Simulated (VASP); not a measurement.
Wanted: the native input for a VASP 6.6.1 run.

```
Task                   : single point
Functional             : r2SCAN
Potentials or basis    : VASP PAW PBE potentials, release 64 (B)
Cutoff                 : 550 eV
k mesh                 : 9 × 9 × 9
Occupations            : gaussian, width 0.02 eV
Spin                   : no spin polarisation
Dipole correction      : no
Further INCAR settings : ALGO = Normal; EDIFF = 1e-06; NBANDS = 30
```

The system is B.

```
B
1.0
     2.44934    1.41413    4.17138
    -2.44934    1.41413    4.17138
     0.00000   -2.82826    4.17138
B
12
Direct
  0.00987 0.65442 0.00987
  0.00987 0.00987 0.65442
  0.65442 0.00987 0.00987
  0.99013 0.34558 0.99013
  0.34558 0.99013 0.99013
  0.99013 0.99013 0.34558
  0.22050 0.63177 0.22050
  0.22050 0.22050 0.63177
  0.63177 0.22050 0.22050
  0.77950 0.36823 0.77950
  0.36823 0.77950 0.77950
  0.77950 0.77950 0.36823
```

These files were run (other wordings do the same):

POSCAR

```
B
1.0
    2.4493430282      1.4141288567      4.1713842631
   -2.4493430282      1.4141288567      4.1713842631
    0.0000000000     -2.8282577133      4.1713842631
B
12
Direct
    0.0098706611      0.6544164010      0.0098706611
    0.0098706611      0.0098706611      0.6544164010
    0.6544164010      0.0098706611      0.0098706611
    0.9901293389      0.3455835990      0.9901293389
    0.3455835990      0.9901293389      0.9901293389
    0.9901293389      0.9901293389      0.3455835990
    0.2204987789      0.6317665937      0.2204987789
    0.2204987789      0.2204987789      0.6317665937
    0.6317665937      0.2204987789      0.2204987789
    0.7795012211      0.3682334063      0.7795012211
    0.3682334063      0.7795012211      0.7795012211
    0.7795012211      0.7795012211      0.3682334063
```

INCAR.step1

```
ALGO     = Normal         # electronic algorithm
EDIFF    = 1E-5           # SCF threshold, eV
ENCUT    = 550            # plane-wave cutoff, eV
GGA      = PE             # functional
GGA_COMPAT= F            
ISMEAR   = 0              # smearing method
LASPH    = T              # aspherical terms in the spheres
LCHARG   = F              # write CHGCAR
LREAL    = F              # projectors in reciprocal space
LWAVE    = T              # write WAVECAR
NBANDS   = 30             # bands
NELM     = 120            # most SCF steps
PREC     = Accurate       # precision mode
SIGMA    = 0.02           # smearing width, eV
```

INCAR.step2

```
ALGO     = Normal         # electronic algorithm
EDIFF    = 1E-6           # SCF threshold, eV
ENCUT    = 550            # plane-wave cutoff, eV
GGA_COMPAT= F            
ISIF     = 2              # what is computed and relaxed
ISMEAR   = 0              # smearing method
ISTART   = 1            
LASPH    = T              # aspherical terms in the spheres
LCHARG   = F              # write CHGCAR
LMIXTAU  = T            
LREAL    = F              # projectors in reciprocal space
LWAVE    = F              # write WAVECAR
METAGGA  = R2SCAN         # meta-GGA
NBANDS   = 30             # bands
NELM     = 120            # most SCF steps
PREC     = Accurate       # precision mode
SIGMA    = 0.02           # smearing width, eV
```

KPOINTS

```
k-points
0
Gamma
  9 9 9
```

Potentials or basis: VASP PAW PBE potentials, release 64 (B).

Command:

```sh
$ cat potpaw_PBE.64/B/POTCAR > POTCAR
$ cp INCAR.step1 INCAR
$ mpirun -np 1 vasp_std > vasp.out
$ cp INCAR.step2 INCAR
$ mpirun -np 1 vasp_std > vasp.out
```

It gave:

```yaml
Pressure: 0.2 GPa
Largest_force: 0.021 eV/Å
Band_gap_on_the_k_mesh: 1.63 eV (least direct gap 2.04 eV)
```

Caveat: the PAW data sets were made with another functional, which shifts forces and pressure a little; an odd mesh through Γ misses points on the zone boundary, where band edges can lie.

Wall time 25 min on 1 thread of Intel Xeon 8259CL (shared host), peak memory 0.35 GiB.
